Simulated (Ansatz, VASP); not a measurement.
**Two plane-wave programs on Sc**

```xyz
2
Lattice="3.2676 0.0000 0.0000 0.0000 3.2676 0.0000 0.0000 0.0000 4.6171" Properties=species:S:1:pos:R:3 pbc="T T T"
Sc    0.0000    0.0000    0.0000
Sc    1.6338    1.6338    2.3086
```

Alike in both runs: task single point; functional PBE; k mesh 14 × 14 × 10; occupations gaussian, width 0.1 eV; no spin polarisation.

|  | VASP | Ansatz |
| --- | --- | --- |
| version | VASP 6.6.1 | Ansatz 0.2.0 |
| potentials or method | VASP PAW PBE potentials, release 64 (Sc_sv), cutoff 520 eV | scalar-relativistic, plane waves, PAW |
| valence electrons in the cell | 22 | 22 |

```csv
,VASP,Ansatz,Ansatz less VASP
gap on the k mesh at the Fermi level (eV),none,none,-
pressure (GPa),0.0,0.0,-0.03
"traceless stress, the component that is largest in VASP (GPa)",0.05,0.05,-0.001
```

A gap of «none» marks a metal or a gap that the smearing closes.
